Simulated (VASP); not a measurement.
# NaH (F-43m) in VASP: further runs

Aim: see how the results for NaH move with the level of theory and the settings. Levels: PBE-based screened hybrid, HF. Tasks: single point.

Program: VASP 6.6.1. These are calculated values, not measurements. Logs are shortened: lines on timing, memory, paths and dates and some standing lists are left out, and cuts for length are marked.

**1. The cell of the first run**

Symmetry: F-43m, No. 216, cubic system. The conventional cell has a = 5.194 Å, b = 5.194 Å, c = 5.194 Å, α = 90.00°, β = 90.00°, γ = 90.00°. Na (site symmetry -43m) has 4 H at 2.25 Å within 3.0 Å. Within 3.0 Å of H (site symmetry -43m) lie 4 Na at 2.25 Å.

**2. Single point, PBE-based screened hybrid**

The input, POSCAR:

```
NaH
1.0
    0.0000000000      2.5969210614      2.5969210614
    2.5969210614      0.0000000000      2.5969210614
    2.5969210614      2.5969210614      0.0000000000
Na H
1 1
Direct
    0.0000000000      0.0000000000      0.0000000000
    0.2500000000      0.2500000000      0.2500000000
```

The input, INCAR.step1:

```
  PREC = Accurate
  ENCUT = 520
  EDIFF = 1E-5
  ISMEAR = 0
  SIGMA = 0.01
  LREAL = F
  LASPH = T
  NELM = 100
  ALGO = Normal
  ISIF = 2
  LWAVE = T
  GGA = PE
  NBANDS = 11
```

The input, INCAR.step2:

```
  PREC = Accurate
  ENCUT = 520
  EDIFF = 1E-6
  ISMEAR = 0
  SIGMA = 0.01
  LREAL = F
  LASPH = T
  NELM = 100
  ALGO = Normal
  ISIF = 2
  LWAVE = F
  LCHARG = T
  GGA = PE
  LHFCALC = T
  AEXX = 0.5
  HFSCREEN = 0.5
  PRECFOCK = Normal
  LELF = T
  LVHAR = T
  ISTART = 1
  NBANDS = 11
```

The input, KPOINTS:

```
Automatic mesh
0
Gamma
  4 4 4
```

Potentials or basis: VASP PAW PBE potentials, release 64 (Na_pv, H).

Launch:

```sh
> cat potpaw_PBE.64/Na_pv/POTCAR potpaw_PBE.64/H/POTCAR > POTCAR
> cp INCAR.step1 INCAR
> mpirun -np 1 vasp_std > vasp.out
> cp INCAR.step2 INCAR
> mpirun -np 1 vasp_std > vasp.out
```

OUTCAR:

```text
PREC = Accurate
   ENCUT = 520
   EDIFF = 1E-6
   ISMEAR = 0
   LREAL = F
   LASPH = T
   NELM = 100
   ISIF = 2
   GGA = PE
   LHFCALC = T
   AEXX = 0.5
   HFSCREEN = 0.5
   PRECFOCK = Normal
   ISTART = 1

 ion  position               nearest neighbor table
   1  0.000  0.000  0.000-
   2  0.250  0.250  0.250-

  LATTYP: Found a face centered cubic cell.
 ALAT       =     5.1938421228

  Lattice vectors:

 A1 = (   0.0000000000,   2.5969210614,   2.5969210614)
 A2 = (   2.5969210614,   0.0000000000,   2.5969210614)
 A3 = (   2.5969210614,   2.5969210614,   0.0000000000)

Analysis of symmetry for initial positions (statically):
=====================================================================
 Subroutine PRICEL returns:
 Original cell was already a primitive cell.

 Routine SETGRP: Setting up the symmetry group for a
 face centered cubic supercell.

 Subroutine GETGRP returns: Found 24 space group operations
 (whereof 24 operations were pure point group operations)
 out of a pool of 48 trial point group operations.

The static configuration has the point symmetry T_d .

Analysis of symmetry for dynamics (positions and initial velocities):
=====================================================================
 Subroutine PRICEL returns:
 Original cell was already a primitive cell.

 Routine SETGRP: Setting up the symmetry group for a
 face centered cubic supercell.

 Subroutine GETGRP returns: Found 24 space group operations
 (whereof 24 operations were pure point group operations)
 out of a pool of 48 trial point group operations.

The dynamic configuration has the point symmetry T_d .

 Subroutine INISYM returns: Found 24 space group operations
 (whereof 24 operations are pure point group operations),
 and found     1 'primitive' translations

----------------------------------------------------------------------------------------

                                     Primitive cell

  volume of cell :      35.0273

  direct lattice vectors                    reciprocal lattice vectors
     0.000000000  2.596921061  2.596921061    -0.192535694  0.192535694  0.192535694
     2.596921061  0.000000000  2.596921061     0.192535694 -0.192535694  0.192535694
     2.596921061  2.596921061  0.000000000     0.192535694  0.192535694 -0.192535694

  length of vectors
     3.672600985  3.672600985  3.672600985     0.333481605  0.333481605  0.333481605

  position of ions in fractional coordinates (direct lattice)
     0.000000000  0.000000000  0.000000000
     0.250000000  0.250000000  0.250000000

  ion indices of the primitive-cell ions
   primitive index   ion index
                 1           1
                 2           2

----------------------------------------------------------------------------------------

 KPOINTS: Automatic mesh

Automatic generation of k-mesh.
 Grid dimensions read from file:
 generate k-points for:    4    4    4

 Generating k-lattice:

  Cartesian coordinates                     Fractional coordinates (reciprocal lattice)
    -0.048133924  0.048133924  0.048133924     0.250000000  0.000000000  0.000000000
     0.048133924 -0.048133924  0.048133924     0.000000000  0.250000000  0.000000000
     0.048133924  0.048133924 -0.048133924     0.000000000  0.000000000  0.250000000

  Length of vectors
     0.083370401  0.083370401  0.083370401

  Shift w.r.t. Gamma in fractional coordinates (k-lattice)
     0.000000000  0.000000000  0.000000000

 Subroutine IBZKPT returns following result:
 ===========================================

 Found      8 irreducible k-points:

 Following reciprocal coordinates:
            Coordinates               Weight
  0.000000  0.000000  0.000000      1.000000
  0.250000  0.000000  0.000000      8.000000
  0.500000  0.000000  0.000000      4.000000
  0.250000  0.250000  0.000000      6.000000
  0.500000  0.250000  0.000000     24.000000
 -0.250000  0.250000  0.000000     12.000000
  0.500000  0.500000  0.000000      3.000000
 -0.250000  0.500000  0.250000      6.000000
   k-points           NKPTS =      8   k-points in BZ     NKDIM =     64   number of bands    NBANDS=     11
   number of dos      NEDOS =    301   number of ions     NIONS =      2
   total plane-waves  NPLWV =  21952
   dimension x,y,z NGX =    28 NGY =   28 NGZ =   28
   dimension x,y,z NGXF=    56 NGYF=   56 NGZF=   56
   ions per type =               1   1
   NGX,Y,Z   is equivalent  to a cutoff of  12.67, 12.67, 12.67 a.u.
   NGXF,Y,Z  is equivalent  to a cutoff of  25.35, 25.35, 25.35 a.u.
 SYSTEM =  unknown system
   PREC   = accura    normal or accurate (medium, high low for compatibility)
   ISTART =      1    job   : 0-new  1-cont  2-samecut
   ICHARG =      0    charge: 1-file 2-atom 10-const
   ISPIN  =      1    spin polarized calculation?
   LNONCOLLINEAR =      F non collinear calculations
   LSORBIT =      F    spin-orbit coupling
   LASPH  =      T    aspherical Exc in radial PAW
   ENCUT  =  520.0 eV  38.22 Ry    6.18 a.u.   6.83  6.83  6.83*2*pi/ulx,y,z
   NELM   =    100;   NELMIN=  2; NELMDL=  0     # of ELM steps
   EDIFF  = 0.1E-05   stopping-criterion for ELM
   LREAL  =      F    real-space projection
   EDIFFG = 0.1E-04   stopping-criterion for IOM
   NSW    =      0    number of steps for IOM
   IBRION =     -1    ionic relax: 0-MD 1-quasi-New 2-CG
   NFREE  =      0    steps in history (QN), initial steepest desc. (CG)
   ISIF   =      2    stress and relaxation
   ISYM   =      3    0-nonsym 1-usesym 2-fastsym
   POTIM  = 0.5000    time-step for ionic-motion
   TEBEG  =    0.0;   TEEND  =   0.0 temperature during run
   PSTRESS=    0.0 pullay stress
   NELECT =       8.0000    total number of electrons
   NUPDOWN=      -1.0000    fix difference up-down
   EMIN   =  10.00;   EMAX   =-10.00  energy-range for DOS
   EFERMI =   0.00;   METHOD = LEGACY
   ISMEAR =     0;   SIGMA  =   0.01  broadening in eV -4-tet -1-fermi 0-gaus
   EFERMI_NEDOS =   21; number of points for ismear=-14 and -15
   IALGO  =     38    algorithm
   IMIX   =      1    mixing-type and parameters
     AMIX     =   0.40;   BMIX     =  1.00
     AMIX_MAG =   1.60;   BMIX_MAG =  1.00
  volume/ion in A,a.u.               =      17.51       118.19
  Fermi-wavevector in a.u.,A,eV,Ry     =   1.000697  1.891044 13.624808  1.001395
  Thomas-Fermi vector in A             =   2.133071
   LORBIT       =      0    0 simple, 1 ext, 2 COOP (PROOUT), +10 PAW based schemes
   GGA     = PE    functional components
   LHFCALC =     T    Hartree Fock is set to
   PRECFOCK=normal    Normal, Fast or Accurate (Low or Medium for compatibility)
   ENCUT4O =  -1.0   cutoff for four orbital integrals eV
   NKREDX  =     1    reduce k-point grid by
   NKREDY  =     1    reduce k-point grid by
   NKREDZ  =     1    reduce k-point grid by
   AEXX    =    0.5000 exact exchange contribution
   HFSCREEN=    0.5000 screening length (either q_TF or 0.3 A-1)
   HFSCREENC=   0.5000 screening length for correlation (either q_TF or 0.3 A-1)
   ENCUTFOCK=  -1.0 apply spherical cutoff to Coloumb kernel
   IVDW    =     0    specifies the selected vdW correction
   LEPSILON=     F    determine dielectric tensor
   LRPA    =     F    only Hartree local field effects (RPA)
 non-spin polarized calculation
 Gauss-broadening in eV      SIGMA  =   0.01
  energy-cutoff  :      520.00
  volume of cell :       35.03
 maximum number of plane-waves:       960
  NGX = 24; NGY = 24; NGZ = 24

 number of electron       8.0000009 magnetization

 Free energy of the ion-electron system (eV)
  ---------------------------------------------------
  ext. energy  EPLUGINS =         0.00000000
  ---------------------------------------------------
  free energy    TOTEN  =        -5.71821014 eV

  energy without entropy =       -5.71821014  energy(sigma->0) =       -5.71821014

 E-fermi :  -2.5709     XC(G=0):  -5.4199

 val. band max:       -2.6789219509   @ k =  -0.2500   0.5000   0.2500
 cond. band min:       1.8768899659   @ k =   0.5000   0.0000   0.0000
 fundamental gap:      4.5558119168
 Fermi energy:        -2.5708728167

 k-point     1 :       0.0000    0.0000    0.0000
  band No.  band energies     occupation
      1     -28.7988      2.00000
      2     -28.7988      2.00000
      3     -28.7988      2.00000
      4      -5.5981      2.00000
      5       6.7991      0.00000
      6      12.0224      0.00000
      7      12.0224      0.00000
      8      12.0224      0.00000
      9      14.7257      0.00000
     10      14.7257      0.00000
     11      14.7257      0.00000

 k-point     2 :       0.2500    0.0000    0.0000
  band No.  band energies     occupation
      1     -28.8186      2.00000
      2     -28.8014      2.00000
      3     -28.8013      2.00000
      4      -4.7247      2.00000
      5       4.3603      0.00000
      6      10.1343      0.00000
      7      11.3850      0.00000
      8      11.3850      0.00000
      9      14.4227      0.00000
     10      14.4227      0.00000
     11      15.4275      0.00000

 k-point     3 :       0.5000    0.0000    0.0000
  band No.  band energies     occupation
      1     -28.8381      2.00000
      2     -28.8039      2.00000
      3     -28.8039      2.00000
      4      -3.4129      2.00000
      5       1.8769      0.00000
      6       9.3217      0.00000
      7      11.2306      0.00000
      8      11.2306      0.00000
      9      12.8826      0.00000
     10      12.8827      0.00000
     11      14.3180      0.00000

 k-point     4 :       0.2500    0.2500    0.0000
  band No.  band energies     occupation
      1     -28.8185      2.00000
      2     -28.8054      2.00000
      3     -28.8054      2.00000
      4      -4.4412      2.00000
      5       4.6519      0.00000
      6       9.4303      0.00000
      7       9.4303      0.00000
      8       9.7471      0.00000
      9      12.6069      0.00000
     10      16.1080      0.00000
     11      19.0915      0.00000

 k-point     5 :       0.5000    0.2500    0.0000
  band No.  band energies     occupation
      1     -28.8320      2.00000
      2     -28.8138      2.00000
      3     -28.8080      2.00000
      4      -3.1490      2.00000
      5       2.9912      0.00000
      6       6.1674      0.00000
      7       9.1540      0.00000
      8       9.2926      0.00000
      9      14.9797      0.00000
     10      16.2148      0.00000
     11      16.8830      0.00000

 k-point     6 :      -0.2500    0.2500    0.0000
  band No.  band energies     occupation
      1     -28.8273      2.00000
      2     -28.8146      2.00000
      3     -28.8039      2.00000
      4      -3.5906      2.00000
      5       3.2485      0.00000
      6       6.2995      0.00000
      7      10.5931      0.00000
      8      10.6579      0.00000
      9      14.5124      0.00000
     10      15.0522      0.00000
     11      17.0686      0.00000

 k-point     7 :       0.5000    0.5000    0.0000
  band No.  band energies     occupation
      1     -28.8374      2.00000
      2     -28.8121      2.00000
      3     -28.8121      2.00000
      4      -2.7563      2.00000
      5       3.3584      0.00000
      6       5.8760      0.00000
      7       8.2596      0.00000
      8       8.2596      0.00000
      9      11.0051      0.00000
     10      20.1037      0.00000
     11      22.4735      0.00000

 k-point     8 :      -0.2500    0.5000    0.2500
  band No.  band energies     occupation
      1     -28.8281      2.00000
      2     -28.8213      2.00000
      3     -28.8123      2.00000
      4      -2.6789      2.00000
      5       4.2033      0.00000
      6       4.4525      0.00000
      7       5.7782      0.00000
      8      12.8624      0.00000
      9      13.9807      0.00000
     10      15.9025      0.00000
     11      16.8417      0.00000

------------------------ aborting loop because EDIFF is reached ----------------------------------------

  FORCE on cell =-STRESS in cart. coord.  units (eV):
  Direction    XX          YY          ZZ          XY          YZ          ZX
  --------------------------------------------------------------------------------------
  -------------------------------------------------------------------------------------
  Total       -0.0200684     -0.0200684     -0.0200684      0.0000000     -0.0000000     -0.0000000
  in kB       -0.9179447     -0.9179447     -0.9179447      0.0000000     -0.0000000     -0.0000000
  external PRESSURE =      -0.9179447 kB  Pullay stress =       0.0000000 kB

 VOLUME and BASIS-vectors are now :
 -----------------------------------------------------------------------------
  energy-cutoff  :      520.00
  volume of cell :       35.03
      direct lattice vectors                 reciprocal lattice vectors
     0.000000000  2.596921061  2.596921061    -0.192535694  0.192535694  0.192535694
     2.596921061  0.000000000  2.596921061     0.192535694 -0.192535694  0.192535694
     2.596921061  2.596921061  0.000000000     0.192535694  0.192535694 -0.192535694

 POSITION                                       TOTAL-FORCE (eV/Angst)
 -----------------------------------------------------------------------------------
      0.00000      0.00000      0.00000        -0.000000     -0.000000     -0.000000
      1.29846      1.29846      1.29846         0.000000      0.000000      0.000000
 -----------------------------------------------------------------------------------
    total drift:                                0.000003      0.000001      0.000001

  FREE ENERGIE OF THE ION-ELECTRON SYSTEM (eV)
  ---------------------------------------------------
  free  energy   TOTEN  =        -5.7182101441 eV

  energy  without entropy=       -5.7182101441  energy(sigma->0) =       -5.71821014
```

Run time: 1.8 min. Hardware: 1 thread of AMD EPYC 7R43 (Zen 3), shared host; peak memory 0.22 GiB.

What came out:

```
Free energy            : -5.7182 eV
Pressure               : -0.1 GPa
Band gap on the k mesh : 4.56 eV, indirect (least direct gap 5.29 eV)
```

Caveat: the k points lie up to 0.52 Å⁻¹ apart; the PAW data sets were made with another functional, which shifts forces and pressure a little. A k mesh can miss the band edges.

**3. Single point, HF**

POSCAR is that of step 2.

The input, INCAR.step1:

```
ALGO     = Normal         # electronic algorithm
EDIFF    = 1E-5           # SCF threshold, eV
ENCUT    = 520            # plane-wave cutoff, eV
GGA      = PE             # functional
ISIF     = 2              # what is computed and relaxed
ISMEAR   = 0              # smearing method
LASPH    = T              # aspherical terms in the spheres
LCHARG   = F              # write CHGCAR
LREAL    = F              # projectors in reciprocal space
LWAVE    = T              # write WAVECAR
NBANDS   = 11             # bands
NELM     = 100            # most SCF steps
PREC     = Accurate       # precision mode
SIGMA    = 0.01           # smearing width, eV
```

The input, INCAR.step2:

```
AEXX     = 1.0            # exact-exchange fraction
AGGAC    = 0.0          
ALDAC    = 0.0          
ALGO     = Normal         # electronic algorithm
EDIFF    = 1E-6           # SCF threshold, eV
ENCUT    = 520            # plane-wave cutoff, eV
GGA      = PE             # functional
ISIF     = 2              # what is computed and relaxed
ISMEAR   = 0              # smearing method
ISTART   = 1            
LASPH    = T              # aspherical terms in the spheres
LCHARG   = F              # write CHGCAR
LHFCALC  = T              # exact exchange
LREAL    = F              # projectors in reciprocal space
LWAVE    = F              # write WAVECAR
NBANDS   = 11             # bands
NELM     = 100            # most SCF steps
PREC     = Accurate       # precision mode
PRECFOCK = Normal       
SIGMA    = 0.01           # smearing width, eV
```

The input, KPOINTS:

```
k-points
0
Gamma
  4 4 4
```

Potentials or basis: VASP PAW PBE potentials, release 64 (Na_pv, H).

Launch:

```sh
> cat potpaw_PBE.64/Na_pv/POTCAR potpaw_PBE.64/H/POTCAR > POTCAR
> cp INCAR.step1 INCAR
> mpirun -np 1 vasp_std > vasp.out
> cp INCAR.step2 INCAR
> mpirun -np 1 vasp_std > vasp.out
```

Run time: 2.2 min. Hardware: 1 thread of AMD EPYC 7R43 (Zen 3), shared host; peak memory 0.12 GiB.

It converged, with:

```yaml
Free_energy: -8.4925 eV
Pressure: 1.3 GPa
Band_gap_on_the_k_mesh: 11.11 eV, indirect (least direct gap 12.01 eV)
```

Levels at points of the mesh, in eV from the valence-band top:
| k point | band 1 | band 2 | band 3 | band 4 | band 5 | band 6 | band 7 | band 8 | band 9 |
| --- | --- | --- | --- | --- | --- | --- | --- | --- | --- |
| (0.00, 0.00, 0.00) | -30.75 | -30.75 | -30.75 | -3.58 | 16.70 | 22.29 | 22.29 | 22.29 | 24.93 |
| (0.50, 0.00, 0.00) | -30.79 | -30.75 | -30.75 | -0.90 | 11.11 | 19.34 | 21.41 | 21.41 | 23.07 |
| (0.50, 0.50, 0.00) | -30.79 | -30.76 | -30.76 | -0.10 | 12.80 | 15.38 | 18.20 | 18.20 | 21.19 |

Caveat: the k points lie up to 0.52 Å⁻¹ apart; the PAW data sets were made with another functional, which shifts forces and pressure a little. A k mesh can miss the band edges.

[end of part 1 of 2]
